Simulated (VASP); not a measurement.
# Ti3C2 (P6_3/mmc) in VASP: further runs

Ti3C2 is run at these levels: PBEsol; tasks: single point.

All numbers are computed with VASP 6.6.1; they aren't measurements. Logs are shortened: lines on timing, memory, paths and dates and some standing lists are left out, and cuts for length are marked.

**1. The cell of the first run**

The structure is hexagonal, space group P6_3/mmc (No. 194). Conventional cell: a = 2.920 Å, b = 2.920 Å, c = 15.171 Å, α = 90.00°, β = 90.00°, γ = 120.00°. Within 2.8 Å of Ti (site symmetry 3m) lie 3 C at 2.02 Å and 1 Ti at 2.75 Å. Ti (site symmetry -3m) has 6 C at 2.13 Å within 2.8 Å. Within 2.7 Å of C (site symmetry 3m) lie 6 Ti at 2.02 to 2.13 Å.

**2. Single point, PBEsol (biaxial strain in the a-b plane: -4.0 %, then relaxed in part)**

Contents of INCAR:

```
SYSTEM = Ti3C2
PREC     = Accurate       ! precision mode
ENCUT    = 520            ! plane-wave cutoff, eV
EDIFF    = 1E-6           ! SCF threshold, eV
ISMEAR   = 0              ! smearing method
SIGMA    = 0.1            ! smearing width, eV
LREAL    = .FALSE.        ! projectors in reciprocal space
LASPH    = .TRUE.         ! aspherical terms in the spheres
NELM     = 60             ! most SCF steps
ALGO     = Normal         ! electronic algorithm
ISIF     = 2              ! what is computed and relaxed
LWAVE    = .FALSE.        ! write WAVECAR
LCHARG   = .TRUE.         ! write CHGCAR
GGA      = PS             ! functional
LELF     = .TRUE.         ! ELF
LVHAR    = .TRUE.       
NBANDS   = 55             ! bands
```

Contents of KPOINTS:

```
regular mesh
0
G
  12 12 4
  0 0 0
```

Contents of POSCAR:

```
Ti3C2
1.0
    2.9204063372      0.0000000000      0.0000000000
   -1.4602031686      2.5291460774      0.0000000000
    0.0000000000      0.0000000000     15.1710787954
Ti C
6 4
Direct
    0.3333333333      0.6666666667      0.8405847298
    0.6666666667      0.3333333333      0.3405847298
    0.6666666667      0.3333333333      0.1594152702
    0.3333333333      0.6666666667      0.6594152702
    0.0000000000      0.0000000000      0.0000000000
    0.0000000000      0.0000000000      0.5000000000
    0.6666666667      0.3333333333      0.9140073428
    0.3333333333      0.6666666667      0.4140073428
    0.6666666667      0.3333333333      0.5859926572
    0.3333333333      0.6666666667      0.0859926572
```

Potentials or basis: VASP PAW PBE potentials, release 64 (Ti_sv, C).

Started as:

```bash
> cat potpaw_PBE.64/Ti_sv/POTCAR potpaw_PBE.64/C/POTCAR > POTCAR
> mpirun -np 1 vasp_std > vasp.out
```

OUTCAR:

```text
SYSTEM = Ti3C2
   PREC = Accurate
   ENCUT = 520
   EDIFF = 1E-6
   ISMEAR = 0
   LREAL = .FALSE.
   LASPH = .TRUE.
   NELM = 60
   ISIF = 2
   GGA = PS

 ion  position               nearest neighbor table
   1  0.333  0.667  0.841-   7 2.02   7 2.02   7 2.02   4 2.75
   2  0.667  0.333  0.341-   8 2.02   8 2.02   8 2.02   3 2.75
   3  0.667  0.333  0.159-  10 2.02  10 2.02  10 2.02   2 2.75
   4  0.333  0.667  0.659-   9 2.02   9 2.02   9 2.02   1 2.75
   5  0.000  0.000  0.000-   7 2.13  10 2.13   7 2.13  10 2.13   7 2.13  10 2.13
   6  0.000  0.000  0.500-   8 2.13   9 2.13   9 2.13   8 2.13   9 2.13   8 2.13
   7  0.667  0.333  0.914-   1 2.02   1 2.02   1 2.02   5 2.13   5 2.13   5 2.13
   8  0.333  0.667  0.414-   2 2.02   2 2.02   2 2.02   6 2.13   6 2.13   6 2.13
   9  0.667  0.333  0.586-   4 2.02   4 2.02   4 2.02   6 2.13   6 2.13   6 2.13
  10  0.333  0.667  0.086-   3 2.02   3 2.02   3 2.02   5 2.13   5 2.13   5 2.13

  LATTYP: Found a hexagonal cell.
 ALAT       =     2.9204063372
 C/A-ratio  =     5.1948520321

  Lattice vectors:

 A1 = (   2.9204063372,   0.0000000000,   0.0000000000)
 A2 = (  -1.4602031686,   2.5291460774,   0.0000000000)
 A3 = (   0.0000000000,   0.0000000000,  15.1710787954)

Analysis of symmetry for initial positions (statically):
=====================================================================
 Subroutine PRICEL returns:
 Original cell was already a primitive cell.

 Routine SETGRP: Setting up the symmetry group for a
 hexagonal supercell.

 Subroutine GETGRP returns: Found 24 space group operations
 (whereof 12 operations were pure point group operations)
 out of a pool of 24 trial point group operations.

The static configuration has the point symmetry D_3d.
 The point group associated with its full space group is D_6h.

Analysis of symmetry for dynamics (positions and initial velocities):
=====================================================================
 Subroutine PRICEL returns:
 Original cell was already a primitive cell.

 Routine SETGRP: Setting up the symmetry group for a
 hexagonal supercell.

 Subroutine GETGRP returns: Found 24 space group operations
 (whereof 12 operations were pure point group operations)
 out of a pool of 24 trial point group operations.

The dynamic configuration has the point symmetry D_3d.
 The point group associated with its full space group is D_6h.
[... 121 lines left out ...]
   ISIF   =      2    stress and relaxation
   ISYM   =      2    0-nonsym 1-usesym 2-fastsym
   POTIM  = 0.5000    time-step for ionic-motion
   TEBEG  =    0.0;   TEEND  =   0.0 temperature during run
   PSTRESS=    0.0 pullay stress
   NELECT =      88.0000    total number of electrons
   NUPDOWN=      -1.0000    fix difference up-down
   EMIN   =  10.00;   EMAX   =-10.00  energy-range for DOS
   EFERMI =   0.00;   METHOD = LEGACY
   ISMEAR =     0;   SIGMA  =   0.10  broadening in eV -4-tet -1-fermi 0-gaus
   EFERMI_NEDOS =   21; number of points for ismear=-14 and -15
   IALGO  =     38    algorithm
   IMIX   =      4    mixing-type and parameters
     AMIX     =   0.40;   BMIX     =  1.00
     AMIX_MAG =   1.60;   BMIX_MAG =  1.00
  volume/ion in A,a.u.               =      11.21        75.62
  Fermi-wavevector in a.u.,A,eV,Ry     =   1.510397  2.854237 31.038966  2.281300
  Thomas-Fermi vector in A             =   2.620592
   LORBIT       =      0    0 simple, 1 ext, 2 COOP (PROOUT), +10 PAW based schemes
   GGA     = PS    functional components
   LHFCALC =     F    Hartree Fock is set to
   AEXX    =    0.0000 exact exchange contribution
   IVDW    =     0    specifies the selected vdW correction
   LEPSILON=     F    determine dielectric tensor
   LRPA    =     F    only Hartree local field effects (RPA)
 non-spin polarized calculation
 Gauss-broadening in eV      SIGMA  =   0.10
  energy-cutoff  :      520.00
  volume of cell :      112.06
 maximum number of plane-waves:      3093
 NGX is ok and might be reduce to    24
   NGX = 11   NGY = 11   NGZ = 57

 number of electron      87.9999984 magnetization

 Free energy of the ion-electron system (eV)
  ---------------------------------------------------
  ext. energy  EPLUGINS =         0.00000000
  ---------------------------------------------------
  free energy    TOTEN  =       -95.66942802 eV

  energy without entropy =      -95.65757741  energy(sigma->0) =      -95.66350272

 E-fermi :   9.5496     XC(G=0): -12.5580

 val. band max:        9.5335811928   @ k =   0.0833   0.0833   0.5000
 cond. band min:       9.5633891837   @ k =   0.0000   0.0000   0.2500
 fundamental gap:      0.0298079908
 Fermi energy:         9.5496179611

 k-point     1 :       0.0000    0.0000    0.0000
  band No.  band energies     occupation
      1     -46.9537      2.00000
      2     -46.9460      2.00000
      3     -46.9147      2.00000
      4     -46.9054      2.00000
      5     -46.7014      2.00000
      6     -46.6998      2.00000
[... 1381 lines left out ...]
     54      12.1340      0.00000
     55      12.2774      0.00000

 [... further k-points ...]

------------------------ aborting loop because EDIFF is reached ----------------------------------------

  FORCE on cell =-STRESS in cart. coord.  units (eV):
  Direction    XX          YY          ZZ          XY          YZ          ZX
  --------------------------------------------------------------------------------------
  -------------------------------------------------------------------------------------
  Total       14.0495215     14.0495215      0.1524355      0.0000000      0.0000000      0.0000000
  in kB      200.8808125    200.8808125      2.1795303      0.0000000      0.0000000      0.0000000
  external PRESSURE =     134.6470518 kB  Pullay stress =       0.0000000 kB

 VOLUME and BASIS-vectors are now :
 -----------------------------------------------------------------------------
  energy-cutoff  :      520.00
  volume of cell :      112.06
      direct lattice vectors                 reciprocal lattice vectors
     2.920406337  0.000000000  0.000000000     0.342418104  0.197695184  0.000000000
    -1.460203169  2.529146077  0.000000000     0.000000000  0.395390369  0.000000000
     0.000000000  0.000000000 15.171078795     0.000000000  0.000000000  0.065914891

 POSITION                                       TOTAL-FORCE (eV/Angst)
 -----------------------------------------------------------------------------------
     -0.00000      1.68610     12.75258         0.000000      0.000000     -0.025339
      1.46020      0.84305      5.16704         0.000000      0.000000     -0.025339
      1.46020      0.84305      2.41850        -0.000000     -0.000000      0.025339
     -0.00000      1.68610     10.00404        -0.000000     -0.000000      0.025339
      0.00000      0.00000      0.00000        -0.000000      0.000000      0.000000
      0.00000      0.00000      7.58554        -0.000000      0.000000      0.000000
      1.46020      0.84305     13.86648         0.000000      0.000000      0.003799
     -0.00000      1.68610      6.28094        -0.000000      0.000000      0.003799
      1.46020      0.84305      8.89014        -0.000000      0.000000     -0.003799
     -0.00000      1.68610      1.30460        -0.000000      0.000000     -0.003799
 -----------------------------------------------------------------------------------
    total drift:                                0.000000     -0.000000      0.000000

  FREE ENERGIE OF THE ION-ELECTRON SYSTEM (eV)
  ---------------------------------------------------
  free  energy   TOTEN  =       -95.6694280189 eV

  energy  without entropy=      -95.6575774147  energy(sigma->0) =      -95.66350272
```

stdout:

```text
POSCAR found type information on POSCAR TiC
 POSCAR found :  2 types and      10 ions
 scaLAPACK will be used
 -----------------------------------------------------------------------------
|                                                                             |
|                                                                             |
|     You enforced a specific xc type in the INCAR file but a different       |
|     I HOPE YOU KNOW WHAT YOU ARE DOING!                                     |
|                                                                             |
 -----------------------------------------------------------------------------

 LDA part: xc-table for (Slater+PW92), standard interpolation
 POSCAR, INCAR and KPOINTS ok, starting setup
 FFT: planning ... GRIDC
 FFT: planning ... GRID_SOFT
 FFT: planning ... GRID
 WAVECAR not read
 entering main loop
```

Wall time 5.3 min (1 thread of Intel Xeon 6975P-C (Granite Rapids), shared host); peak memory 0.42 GiB.

Results:

| Property | Result |
| --- | --- |
| Free energy | -95.6694 eV |
| Pressure | 13.5 GPa |
| Largest force | 0.025 eV/Å |
| Band gap on the k mesh | zero (bands 44 and 45 overlap by 0.35 eV) |

Forces in eV/Å, atoms in the order of the input:
```
Ti   0.000  0.000 -0.025
Ti   0.000  0.000 -0.025
Ti   0.000  0.000  0.025
Ti   0.000  0.000  0.025
Ti   0.000  0.000  0.000
Ti   0.000  0.000  0.000
C    0.000  0.000  0.004
C    0.000  0.000  0.004
C    0.000  0.000 -0.004
C    0.000  0.000 -0.004
```

Stress tensor (GPa, compression positive):
```
20.09  0.00  0.00
 0.00 20.09  0.00
 0.00  0.00  0.22
```

Caveat: the cell differs from its parent crystal (biaxial strain in the a-b plane: -4.0 %, then relaxed in part); the stress differs along the axes, from 0 to 20 GPa; the PAW data sets were made with another functional, which shifts forces and pressure a little.

**3. Single point, PBEsol (biaxial strain in the a-b plane: -4.0 %)**

Contents of INCAR:

```
ALGO = Normal ; EDIFF = 1E-7
ENCUT = 520 ; GGA = PS
ISIF = 2 ; ISMEAR = 0
LASPH = True ; LCHARG = False
LREAL = False ; LWAVE = False
NBANDS = 55 ; NELM = 80
PREC = Accurate ; SIGMA = 0.1
```

Contents of KPOINTS:

```
k-points
0
Gamma
  12 12 4
```

Contents of POSCAR:

```
Ti3C2
1.0
    2.9204063372      0.0000000000      0.0000000000
   -1.4602031686      2.5291460774      0.0000000000
    0.0000000000      0.0000000000     15.3442809768
Ti C
6 4
Direct
    0.3333333333      0.6666666667      0.8421872303
    0.6666666667      0.3333333333      0.3421872303
    0.6666666667      0.3333333333      0.1578127697
    0.3333333333      0.6666666667      0.6578127697
    0.0000000000      0.0000000000      0.0000000000
    0.0000000000      0.0000000000      0.5000000000
    0.6666666667      0.3333333333      0.9142378104
    0.3333333333      0.6666666667      0.4142378104
    0.6666666667      0.3333333333      0.5857621896
    0.3333333333      0.6666666667      0.0857621896
```

Potentials or basis: VASP PAW PBE potentials, release 64 (Ti_sv, C).

Started as:

```bash
> cat potpaw_PBE.64/Ti_sv/POTCAR potpaw_PBE.64/C/POTCAR > POTCAR
> mpirun -np 1 vasp_std > vasp.out
```

OUTCAR:

```text
EDIFF = 1E-7
   ENCUT = 520
   GGA = PS
   ISIF = 2
   ISMEAR = 0
   LASPH = True
   LREAL = False
   NELM = 80
   PREC = Accurate

 ion  position               nearest neighbor table
   1  0.333  0.667  0.842-   7 2.02   7 2.02   7 2.02   4 2.83
   2  0.667  0.333  0.342-   8 2.02   8 2.02   8 2.02   3 2.83
   3  0.667  0.333  0.158-  10 2.02  10 2.02  10 2.02   2 2.83
   4  0.333  0.667  0.658-   9 2.02   9 2.02   9 2.02   1 2.83
   5  0.000  0.000  0.000-   7 2.14  10 2.14   7 2.14  10 2.14   7 2.14  10 2.14
   6  0.000  0.000  0.500-   8 2.14   9 2.14   9 2.14   8 2.14   9 2.14   8 2.14
   7  0.667  0.333  0.914-   1 2.02   1 2.02   1 2.02   5 2.14   5 2.14   5 2.14
   8  0.333  0.667  0.414-   2 2.02   2 2.02   2 2.02   6 2.14   6 2.14   6 2.14
   9  0.667  0.333  0.586-   4 2.02   4 2.02   4 2.02   6 2.14   6 2.14   6 2.14
  10  0.333  0.667  0.086-   3 2.02   3 2.02   3 2.02   5 2.14   5 2.14   5 2.14

  LATTYP: Found a hexagonal cell.
 ALAT       =     2.9204063372
 C/A-ratio  =     5.2541595946

  Lattice vectors:

[... 205 lines left out ...]
  band No.  band energies     occupation
      1     -47.0969      2.00000
      2     -47.0891      2.00000
      3     -47.0688      2.00000
      4     -47.0598      2.00000
      5     -46.8538      2.00000
      6     -46.8526      2.00000
[... 1381 lines left out ...]
     54      11.9776      0.00000
     55      12.1427      0.00000

 [... further k-points ...]

------------------------ aborting loop because EDIFF is reached ----------------------------------------

  FORCE on cell =-STRESS in cart. coord.  units (eV):
  Direction    XX          YY          ZZ          XY          YZ          ZX
  --------------------------------------------------------------------------------------
  -------------------------------------------------------------------------------------
  Total       14.2568983     14.2568983     -1.6328571      0.0000000      0.0000000     -0.0000000
  in kB      201.5449387    201.5449387    -23.0831470      0.0000000      0.0000000     -0.0000000
  external PRESSURE =     126.6689101 kB  Pullay stress =       0.0000000 kB

 VOLUME and BASIS-vectors are now :
 -----------------------------------------------------------------------------
  energy-cutoff  :      520.00
  volume of cell :      113.33
      direct lattice vectors                 reciprocal lattice vectors
     2.920406337  0.000000000  0.000000000     0.342418104  0.197695184  0.000000000
    -1.460203169  2.529146077  0.000000000     0.000000000  0.395390369  0.000000000
     0.000000000  0.000000000 15.344280977     0.000000000  0.000000000  0.065170861

 POSITION                                       TOTAL-FORCE (eV/Angst)
 -----------------------------------------------------------------------------------
     -0.00000      1.68610     12.92276         0.000000      0.000000     -0.285477
      1.46020      0.84305      5.25062         0.000000      0.000000     -0.285477
      1.46020      0.84305      2.42152        -0.000000     -0.000000      0.285477
     -0.00000      1.68610     10.09366         0.000000     -0.000000      0.285477
      0.00000      0.00000      0.00000        -0.000000      0.000000      0.000000
      0.00000      0.00000      7.67214        -0.000000      0.000000      0.000000
      1.46020      0.84305     14.02832        -0.000000      0.000000      0.170854
     -0.00000      1.68610      6.35618        -0.000000      0.000000      0.170854
      1.46020      0.84305      8.98810         0.000000     -0.000000     -0.170854
     -0.00000      1.68610      1.31596        -0.000000     -0.000000     -0.170854
 -----------------------------------------------------------------------------------
    total drift:                                0.000000     -0.000000      0.000000

  FREE ENERGIE OF THE ION-ELECTRON SYSTEM (eV)
  ---------------------------------------------------
  free  energy   TOTEN  =       -95.6473553932 eV

  energy  without entropy=      -95.6344669112  energy(sigma->0) =      -95.64091115
```

OSZICAR:

```text
N       E                     dE             d eps       ncg     rms          rms(c)
DAV:   1     0.127387904735E+04    0.12739E+04   -0.42479E+04  6270   0.199E+03
DAV:   2     0.948679037116E+02   -0.11790E+04   -0.11487E+04  6277   0.619E+02
DAV:   3    -0.101426850885E+03   -0.19629E+03   -0.19141E+03  9300   0.213E+02
DAV:   4    -0.122157261020E+03   -0.20730E+02   -0.20579E+02  9156   0.660E+01
DAV:   5    -0.123521990763E+03   -0.13647E+01   -0.13632E+01  9964   0.152E+01    0.445E+01
DAV:   6    -0.966181370383E+02    0.26904E+02   -0.22799E+02  9034   0.857E+01    0.145E+01
DAV:   7    -0.980441882792E+02   -0.14261E+01   -0.62568E+01  9013   0.447E+01    0.145E+01
DAV:   8    -0.955227510638E+02    0.25214E+01   -0.35099E+01  8625   0.269E+01    0.687E+00
DAV:   9    -0.956924363543E+02   -0.16969E+00   -0.32718E+00  8924   0.752E+00    0.274E+00
DAV:  10    -0.956402320222E+02    0.52204E-01   -0.73204E-01  9190   0.420E+00    0.131E+00
DAV:  11    -0.956532550822E+02   -0.13023E-01   -0.10996E-01  9749   0.259E+00    0.674E-01
DAV:  12    -0.956469000245E+02    0.63551E-02   -0.46777E-02  8720   0.243E+00    0.185E-01
DAV:  13    -0.956473459420E+02   -0.44592E-03   -0.35285E-03  8462   0.358E-01    0.518E-02
DAV:  14    -0.956473570305E+02   -0.11089E-04   -0.27762E-04  9782   0.120E-01    0.212E-02
DAV:  15    -0.956473550068E+02    0.20237E-05   -0.59381E-05  8847   0.570E-02    0.122E-02
DAV:  16    -0.956473558505E+02   -0.84364E-06   -0.18243E-05  8950   0.376E-02    0.423E-03
DAV:  17    -0.956473553750E+02    0.47551E-06   -0.18983E-06  9124   0.100E-02    0.177E-03
DAV:  18    -0.956473553932E+02   -0.18252E-07   -0.35104E-07  5964   0.290E-03
   1 F= -.95647355E+02 E0= -.95640911E+02  d E =-.128885E-01
```

It took 5.6 min on 1 thread of Intel Xeon 6975P-C (Granite Rapids), shared host; peak memory 0.41 GiB.

What came out:

| Item | Value |
| --- | --- |
| Free energy | -95.6474 eV |
| Pressure | 12.7 GPa |
| Largest force | 0.285 eV/Å |
| Band gap on the k mesh | zero (bands 44 and 45 overlap by 0.26 eV) |

Forces in eV/Å, atoms in the order of the input:
```
Ti   0.000  0.000 -0.285
Ti   0.000  0.000 -0.285
Ti   0.000  0.000  0.285
Ti   0.000  0.000  0.285
Ti   0.000  0.000  0.000
Ti   0.000  0.000  0.000
C    0.000  0.000  0.171
C    0.000  0.000  0.171
C    0.000  0.000 -0.171
C    0.000  0.000 -0.171
```

Stress tensor (GPa, compression positive):
```
20.15  0.00  0.00
 0.00 20.15  0.00
 0.00  0.00 -2.31
```

Caveat: the cell differs from its parent crystal (biaxial strain in the a-b plane: -4.0 %); the stress differs along the axes, from -2 to 20 GPa; the PAW data sets were made with another functional, which shifts forces and pressure a little.

(Continued in part 2 of 3.)

The gap in the log of VASP goes by the Fermi energy; the results here count the filled bands.